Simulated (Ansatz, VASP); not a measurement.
## One calculation of CdAg, two programs

```xyz
2
Lattice="3.2645 0.0000 0.0000 0.0000 3.2645 0.0000 0.0000 0.0000 3.2645" Properties=species:S:1:pos:R:3 pbc="T T T"
Cd    1.6323    1.6323    1.6323
Ag    0.0000    0.0000    0.0000
```

Alike in both runs: functional LDA; k mesh 12 × 12 × 12; occupations fermi-dirac, width 0.15 eV; no spin polarisation.

Ansatz relaxed the structure, and its values are those at the end. VASP's run is a single point on that final structure, the one shown.

```csv
,VASP,Ansatz
version,VASP 6.6.1,Ansatz 0.2.0
potentials or method,"VASP PAW LDA potentials, release 64 (Cd, Ag), cutoff 520 eV","scalar-relativistic, plane waves, PAW"
valence electrons in the cell,23,39
```

Ansatz gave:

| Quantity | Value |
| --- | --- |
| gap on the k mesh at the Fermi level (eV) | none |
| pressure (GPa) | 0.0 |

**Question.** Estimate VASP's values.

**Answer.** gap on the k mesh at the Fermi level (eV): none; pressure (GPa): 0.8.

LDA's correlation is that of Perdew and Zunger in VASP and of Perdew and Wang (1992) in Ansatz. A gap of «none» marks a metal or a gap that the smearing closes. VASP's potentials hold 23 valence electrons a cell and Ansatz's 39, so a difference there can come from the potentials and not from the codes.
